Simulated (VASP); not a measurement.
Wanted: the native input for a VASP 6.6.1 run.

* Task: single point
* Functional: PBE
* Dispersion: D3(BJ)
* Potentials or basis: VASP PAW PBE potentials, release 64 (Si, O, Cu)
* Cutoff: 520 eV
* k mesh: 2 × 2 × 1
* Occupations: gaussian, width 0.05 eV
* Spin: collinear spin, zero start
* Dipole correction: no
* Further INCAR settings: LREAL = Auto; ALGO = Normal; EDIFF = 1e-06; NBANDS = 130

The structure of CuSi12O24 (a cell with a defect) lies in POSCAR:

```
CuSi12O24
1.0
   -2.4920500000      4.3163570000      5.4500000000
    4.9841000000      0.0000000000      5.4500000000
    4.9841000000      8.6327140000      0.0000000000
Si O Cu
12 24 1
Direct
    0.1073118191      0.5597823093      0.9593128972
    0.4015283261      0.9384613986      0.0335533413
   -0.0034786735     -0.0022844458      0.2638114962
    0.0875670162      0.5695685802      0.4523070609
    0.3982208433      0.9404951200      0.5270675799
   -0.0004554193     -0.0062188926      0.7671263930
    0.5978791109      0.0806852928      0.1979779841
    0.8954476759      0.4304875535      0.2778303736
    0.4958240147      0.4971339670      0.5013291930
    0.5935840257      0.0722783596      0.7002653436
    0.9272842771      0.4204058146      0.7913226384
    0.5010216578      0.5062515532      0.0188460617
    0.2921838286      0.4431660797      1.0361733617
    0.1754587152      0.0291500921      0.1151178582
    0.9191842612      0.5222364728      0.1023463282
    0.5916085484      0.3148272314      0.1410797695
    0.9255982286      0.1911536980      0.3277797234
    0.5610707155      1.0024846974      0.0777073687
    0.3119588852      0.4627506561      0.4680386820
    0.1754180048      0.0250520869      0.6148049463
    0.9381701739      0.5190656059      0.6162525021
    0.5694530091      0.3117761652      0.6315641313
    0.9404458282      0.1849989424      0.8317627650
    0.5623286361      0.9820080612      0.5826714351
    0.8141750306      0.9609754281      0.2267388804
    0.6699370921      0.5309952015      0.3531970760
    0.4262892749      0.0359764132      0.3522395511
    0.0676814141      0.8070615217      0.3919153182
    0.4344734471      0.6969093052      0.5622651805
    0.0448184581      0.4841782392      0.3395345351
    0.8138080582      0.9724704739      0.7245487214
    0.7117238236      0.5299875525      0.8795793411
    0.4276630830      0.0288903115      0.8558485151
    0.0701914914      0.8004809856      0.8926071760
    0.4404478135      0.6993391590      0.0836948840
    0.1021865574      0.4606194976      0.8359851071
    0.4815068539      0.6073015864      0.7689276536
```

The input as run:

INCAR

```
SYSTEM = CuSi12O24
ALGO     = Normal         ! electronic algorithm
EDIFF    = 1E-6           ! SCF threshold, eV
ENCUT    = 520            ! plane-wave cutoff, eV
GGA      = PE             ! functional
ISIF     = 2              ! what is computed and relaxed
ISMEAR   = 0              ! smearing method
ISPIN    = 2              ! spin polarisation
IVDW     = 12             ! dispersion correction
LASPH    = .TRUE.         ! aspherical terms in the spheres
LCHARG   = .FALSE.        ! write CHGCAR
LMAXMIX  = 4              ! l up to which the mixer works
LORBIT   = 11             ! projections on sites
LREAL    = Auto         
LUSENCCL = .FALSE.      
LWAVE    = .FALSE.        ! write WAVECAR
MAGMOM   = 0 0 0 0 0 0 0 0 0 0 0 0 0 0 0 0 0 0 0 0 0 0 0 0 0 0 0 0 0 0 0 0 0 0 0 0 0 ! initial moments
NBANDS   = 130            ! bands
NELM     = 150            ! most SCF steps
PREC     = Accurate       ! precision mode
SIGMA    = 0.05           ! smearing width, eV
```

KPOINTS

```
k-points
0
G
  2 2 1
  0 0 0
```

Potentials or basis: VASP PAW PBE potentials, release 64 (Si, O, Cu).

Launch:

```bash
$ cat potpaw_PBE.64/Si/POTCAR potpaw_PBE.64/O/POTCAR potpaw_PBE.64/Cu/POTCAR > POTCAR
$ mpirun -np 1 vasp_std > vasp.out
```

Results of the run:

* Pressure: 0.0 GPa
* Largest force: 0.076 eV/Å
* Net moment: 0.00 μB per cell
* Valence electrons inside the program's atomic spheres: Si 1.60, 1.62, 1.61, 1.63, 1.56 (each value once); O 5.17, 5.24, 5.23, 5.22, 5.25, 5.18, 5.21 (each value once); Cu 9.94
* Dispersion energy per atom: -0.149 eV

Caveat: the k points lie up to 0.69 Å⁻¹ apart; no moment was typed at the start, so none could form.

Run time: 110 s on 1 × NVIDIA H100 80GB with 1 thread of AMD EPYC 7R13 Processor (Zen 3), with other jobs on the host, peak memory 1.8 GiB.
